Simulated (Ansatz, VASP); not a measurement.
# One calculation of ZrC3, two programs

```
CELL_PARAMETERS angstrom
4.01660 0.00000 0.00000
-2.00830 3.47848 0.00000
0.00000 0.00000 4.38467
ATOMIC_POSITIONS crystal
Zr 0.00000 0.00000 0.00000
C 0.00000 0.00000 0.50000
C 0.33333 0.66667 0.00000
C 0.66667 0.33333 0.00000
```

Alike in both runs: functional PBE; k mesh 6 × 6 × 4; occupations gaussian, width 0.1 eV; no spin polarisation.

Ansatz relaxed the structure, and its values are those at the end. VASP's run is a single point on that final structure, the one shown.

|  | VASP | Ansatz |
| --- | --- | --- |
| version | VASP 6.6.1 | Ansatz 0.2.0 |
| potentials or method | VASP PAW PBE potentials, release 64 (Zr_sv, C), cutoff 600 eV | scalar-relativistic, plane waves, PAW |
| valence electrons in the cell | 24 | 24 |

|  | VASP | Ansatz | Ansatz less VASP |
| --- | --- | --- | --- |
| gap on the k mesh at the Fermi level (eV) | none | none | - |
| pressure (GPa) | 0.3 | 0.3 | -0.03 |

A gap of «none» marks a metal or a gap that the smearing closes. The functional is the same, so the differences come from potentials, cutoffs and numerics.
